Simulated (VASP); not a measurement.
# WC in VASP: notebook, part 2 of 2

VASP 6.6.1. Earlier steps stand in the parts before.

**3. Single point, PBE+D3(BJ)**

File INCAR:

```
SYSTEM = WC
PREC     = Accurate       ! precision mode
ENCUT    = 520            ! plane-wave cutoff, eV
EDIFF    = 1E-6           ! SCF threshold, eV
ISMEAR   = -1             ! smearing method
SIGMA    = 0.05           ! smearing width, eV
LREAL    = Auto         
LASPH    = .TRUE.         ! aspherical terms in the spheres
NELM     = 80             ! most SCF steps
ALGO     = Normal         ! electronic algorithm
ISIF     = 2              ! what is computed and relaxed
LWAVE    = .FALSE.        ! write WAVECAR
LCHARG   = .FALSE.        ! write CHGCAR
GGA      = PE             ! functional
IVDW     = 12             ! dispersion correction
NBANDS   = 86             ! bands
```

File KPOINTS:

```
regular mesh
0
G
  3 3 1
  0 0 0
```

File POSCAR:

```
WC
1.0
    5.6955400000      0.0000000000      0.0000000000
    0.0000000000      5.5945400000      0.0000000000
    0.0000000000      0.0000000000     17.1104020000
W C
8 8
Direct
    0.0000000000      0.0000000000      0.0584439805
    0.2355527307      0.0112788540      0.2007141621
    0.0000000000      0.5000053624      0.0584439805
    0.2334458190      0.5102117422      0.2104158628
    0.5000052673      0.0000000000      0.0584439805
    0.7805581209      0.0221644675      0.2155355555
    0.5000052673      0.5000053624      0.0584439805
    0.7451795616      0.5198818848      0.2066871369
    0.5040083996      0.2507980996      0.1527258097
    0.4033331343      0.3699142378      0.3002617940
    0.5271317557      0.7414908107      0.1559343842
    0.1323140563      0.8569069128      0.3058607273
    1.0250652265      0.2627025636      0.1550051250
    0.6195725076      0.2771630912      0.3038911652
    0.9778879615      0.7556832197      0.1436845259
    0.9811887898      0.6959464049      0.3128798493
```

Potentials or basis: VASP PAW PBE potentials, release 64 (W_sv, C).

Command:

```sh
$ cat potpaw_PBE.64/W_sv/POTCAR potpaw_PBE.64/C/POTCAR > POTCAR
$ mpirun -np 1 vasp_std > vasp.out
```

OUTCAR:

```text
SYSTEM = WC
   PREC = Accurate
   ENCUT = 520
   EDIFF = 1E-6
   ISMEAR = -1
   LREAL = Auto
   LASPH = .TRUE.
   NELM = 80
   ISIF = 2
   GGA = PE
   IVDW = 12
 IVDW          = 12

 ion  position               nearest neighbor table
   1  0.000  0.000  0.058-  15 2.00  13 2.22   2 2.78   3 2.80   3 2.80   5 2.85   5 2.85   6 2.97

   2  0.236  0.011  0.201-  13 2.01  12 2.08   9 2.19  15 2.27  11 2.37   6 2.60   1 2.78   4 2.80
                             4 2.81   5 2.86   6 3.12
   3  0.000  0.500  0.058-  15 2.05  13 2.12   1 2.80   1 2.80   7 2.85   7 2.85   4 2.92   8 2.92
[... 9 lines left out ...]
   8  0.745  0.520  0.207-  11 1.96  15 2.16   9 2.24  14 2.26  13 2.32  16 2.47  10 2.66   4 2.78
                             6 2.80   6 2.82   7 2.90   4 2.92   3 2.92
   9  0.504  0.251  0.153-   7 2.13   5 2.14   2 2.19   8 2.24   6 2.30   4 2.34
  10  0.403  0.370  0.300-  14 1.34   4 1.98   8 2.66
  11  0.527  0.741  0.156-   8 1.96   7 2.15   5 2.21   4 2.31   6 2.36   2 2.37
  12  0.132  0.857  0.306-  16 1.25   2 2.08   4 2.60   6 2.69
  13  0.025  0.263  0.155-   2 2.01   4 2.06   3 2.12   6 2.20   1 2.22   8 2.32
  14  0.620  0.277  0.304-  10 1.34   8 2.26   6 2.27
  15  0.978  0.756  0.144-   1 2.00   3 2.05   8 2.16   6 2.24   2 2.27   4 2.30
  16  0.981  0.696  0.313-  12 1.25   8 2.47   4 2.49   6 2.72

[... 206 lines left out ...]
      5     -74.4572      2.00000
      6     -74.4223      2.00000
[... 424 lines left out ...]
     83       1.4402      0.00000
     84       1.6017      0.00000
 [bands above 84 left out]

------------------------ aborting loop because EDIFF is reached ----------------------------------------

 Edisp (eV)   -4.25189

 E8    (eV) :    -2.0196

  FORCE on cell =-STRESS in cart. coord.  units (eV):
  Direction    XX          YY          ZZ          XY          YZ          ZX
  --------------------------------------------------------------------------------------
  -------------------------------------------------------------------------------------
  Total     -16.44136    -5.88836    -7.60488     1.75974    -9.97623     2.55851
  in kB     -48.31575   -17.30395   -22.34824     5.17129   -29.31688     7.51862
  external pressure =      -29.32 kB  Pullay stress =        0.00 kB

 VOLUME and BASIS-vectors are now :
 -----------------------------------------------------------------------------
  energy-cutoff  :      520.00
  volume of cell :      545.20
      direct lattice vectors                 reciprocal lattice vectors
     5.695540000  0.000000000  0.000000000     0.175575977  0.000000000  0.000000000
     0.000000000  5.594540000  0.000000000     0.000000000  0.178745706  0.000000000
     0.000000000  0.000000000 17.110402000     0.000000000  0.000000000  0.058443980

 POSITION                                       TOTAL-FORCE (eV/Angst)
 -----------------------------------------------------------------------------------
      0.00000      0.00000      1.00000        -0.009345      1.079441     -0.923324
      1.34160      0.06310      3.43430         3.928876      0.001579      0.609277
      0.00000      2.79730      1.00000        -0.422951      0.017845     -0.670151
      1.32960      2.85440      3.60030         0.637816      1.491674     -0.255050
      2.84780      0.00000      1.00000         0.113908      0.101527      0.919021
      4.44570      0.12400      3.68790        -2.286565     -0.359356      0.689596
[... 8 lines left out ...]
      5.56960      4.22770      2.45850         1.548478      0.095798      2.248484
      5.58840      3.89350      5.35350        -3.362134     -2.523900     -1.794797
 -----------------------------------------------------------------------------------
    total drift:                                0.008717     -0.015657     -0.007345

  FREE ENERGIE OF THE ION-ELECTRON SYSTEM (eV)
  ---------------------------------------------------
  free  energy   TOTEN  =      -161.9658376842 eV

  energy  without entropy=     -161.9008565777  energy(sigma->0) =     -161.93334713
```

stdout:

```text
POSCAR found type information on POSCAR W C
 POSCAR found :  2 types and      16 ions
 scaLAPACK will be used
 LDA part: xc-table for (Slater+PW92), standard interpolation
 POSCAR, INCAR and KPOINTS ok, starting setup
 FFT: planning ... GRIDC
 FFT: planning ... GRID_SOFT
 FFT: planning ... GRID
 WAVECAR not read
 entering main loop
```

It took 22 min on 1 thread of AMD EPYC 7R13, shared host; peak memory 0.53 GiB.

Results:

```yaml
Free_energy: -161.9658 eV
Largest_force: 4.571 eV/Å
Band_gap_on_the_k_mesh: zero (band 72 reaches 0.38 eV, above the bottom of band 73 at -0.14 eV)
Dispersion_energy_per_atom: -0.266 eV
```

Forces in eV/Å, atoms in the order of the input:
```
W   -0.009  1.079 -0.923
W    3.929  0.002  0.609
W   -0.423  0.018 -0.670
W    0.638  1.492 -0.255
W    0.114  0.102  0.919
W   -2.287 -0.359  0.690
W   -0.049 -0.080  0.786
W    0.870 -1.292  1.760
C    0.286  0.021 -0.267
C    3.541 -0.892  0.264
C   -2.547  2.155 -0.484
C    1.547  1.843 -1.104
C   -2.429 -0.185 -0.905
C   -1.369 -1.475 -0.873
C    1.548  0.096  2.248
C   -3.362 -2.524 -1.795
```

Caveat: the k points lie up to 0.37 Å⁻¹ apart; spin-orbit coupling is left out, which moves the levels of the heavy elements.

**4. Single point, PBE+D3(BJ)**

File INCAR:

```
PREC = Accurate
ENCUT = 520
EDIFF = 1E-6
ISMEAR = -1
SIGMA = 0.05
LREAL = Auto
LASPH = True
NELM = 100
ALGO = Normal
ISIF = 2
LWAVE = False
LCHARG = False
GGA = PE
IVDW = 12
NBANDS = 86
```

File KPOINTS:

```
regular mesh
0
Gamma
  3 3 1
```

File POSCAR:

```
WC
1.0
    5.6955400000      0.0000000000      0.0000000000
    0.0000000000      5.5945400000      0.0000000000
    0.0000000000      0.0000000000     17.1104020000
W C
8 8
Direct
    0.0000000000      0.0000000000      0.0584439805
    0.2610463626      0.0161407372      0.1953431603
    0.0000000000      0.5000053624      0.0584439805
    0.2574470551      0.5107301047      0.2089080081
    0.5000052673      0.0000000000      0.0584439805
    0.7317831145     -0.0106174949      0.2118302071
    0.5000052673      0.5000053624      0.0584439805
    0.7417382724      0.5070121940      0.2114561657
    0.4793224172      0.2398052387      0.1397161797
    0.4013491258      0.3485541260      0.2957791407
    0.5044297819      0.7541281321      0.1731110701
    0.1084532810      0.8233563439      0.3118863017
    0.9776772703      0.2479024191      0.1504172725
    0.5547322993      0.1747775510      0.2896834335
    0.9889843632      0.7761138539      0.1454962893
    0.9453010601      0.6544237775      0.2896717447
```

Command:

```sh
$ cat potpaw_PBE.64/W_sv/POTCAR potpaw_PBE.64/C/POTCAR > POTCAR
$ mpirun -np 1 vasp_std > vasp.out
```

Run time: 17 min. Hardware: 1 thread of AMD EPYC 7R13, shared host; peak memory 0.53 GiB.

The run converged. Its results:

```yaml
Free_energy: -161.9141 eV
Largest_force: 5.516 eV/Å
Band_gap_on_the_k_mesh: zero (band 72 reaches 0.27 eV, above the bottom of band 73 at -0.15 eV)
Dispersion_energy_per_atom: -0.265 eV
```

Forces on the atoms (eV/Å):
```
W   -0.302  0.960 -1.385
W   -3.565 -0.903  4.112
W   -0.507  0.373  0.610
W   -4.207  1.659 -1.875
W    0.200 -1.419 -2.062
W    4.684  1.990 -0.255
W    0.206  0.666 -0.526
W   -0.143 -3.498 -1.381
C    1.188  2.282  2.199
C    0.852 -1.066  0.964
C   -0.658 -1.277 -3.131
C   -1.721 -1.286 -2.688
C    0.317  0.890  1.183
C    0.418  0.242  0.946
C    0.903 -2.402  1.503
C    2.335  2.788  1.784
```

Levels at points of the mesh, in eV from the Fermi level:
```
           k point  band 69  band 70  band 71  band 72  band 73  band 74
(0.00, 0.00, 0.00)    -0.58    -0.29    -0.08     0.30     0.35     0.48
```

Caveat: the k points lie up to 0.37 Å⁻¹ apart; spin-orbit coupling is left out, which moves the levels of the heavy elements.
